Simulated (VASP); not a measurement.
Write the native input for VASP 6.6.1 that does the following.

```
Task                   : single point
Functional             : PBE
Potentials or basis    : VASP PAW PBE potentials, release 64 (Ba_sv, Ti_sv, O)
Cutoff                 : 520 eV
k mesh                 : 6 × 6 × 6
Occupations            : gaussian, width 0.02 eV
Spin                   : no spin polarisation
Hubbard terms          : Ti d U = 4.0 eV
Dipole correction      : no
Further INCAR settings : ALGO = Normal; EDIFF = 1e-06; NBANDS = 28
```

The structure of BaTiO3 lies in POSCAR:

```
BaTiO3
1.0
    2.8176170592      1.6267519676      2.3110177248
   -2.8176170592      1.6267519676      2.3110177248
    0.0000000000     -3.3330161195      2.3669872661
Ba Ti O
1 1 3
Direct
    0.0011724682      0.0011724682      0.0011724682
    0.5112785989      0.5112785989      0.5112785989
    0.4887886432      0.9810726465      0.4887886432
    0.4887886432      0.4887886432      0.9810726465
    0.9810726465      0.4887886432      0.4887886432
```

This cell differs from its parent crystal: biaxial strain in the a-b plane: -1.5 %.

The input as run:

INCAR

```
SYSTEM = BaTiO3
PREC = Accurate
ENCUT = 520
EDIFF = 1E-6
ISMEAR = 0
SIGMA = 0.02
LREAL = .FALSE.
LASPH = .TRUE.
NELM = 150
ALGO = Normal
ISIF = 2
LWAVE = .FALSE.
LCHARG = .FALSE.
LMAXMIX = 4
LDAU = .TRUE.
LDAUTYPE = 2
LDAUL = -1 2 -1
LDAUU = 0 4 0
LDAUJ = 0 0 0
LDAUPRINT = 1
GGA = PE
NBANDS = 28
```

KPOINTS

```
regular mesh
0
G
  6 6 6
  0 0 0
```

Potentials or basis: VASP PAW PBE potentials, release 64 (Ba_sv, Ti_sv, O).

Run with:

```sh
$ cat potpaw_PBE.64/Ba_sv/POTCAR potpaw_PBE.64/Ti_sv/POTCAR potpaw_PBE.64/O/POTCAR > POTCAR
$ mpirun -np 1 vasp_std > vasp.out
```

Results of the run:

```
Pressure               : 7.4 GPa
Largest force          : 0.888 eV/Å
Band gap on the k mesh : 2.65 eV (least direct gap 3.05 eV)
```

Caveat: the cell differs from its parent crystal (biaxial strain in the a-b plane: -1.5 %); the cell stands under pressure; spin-orbit coupling is left out, which moves the levels of the heavy elements.

Run time: 71 s on 1 thread of Intel(R) Xeon(R) 6975P-C (Granite Rapids), with other jobs on the host, peak memory 0.25 GiB.
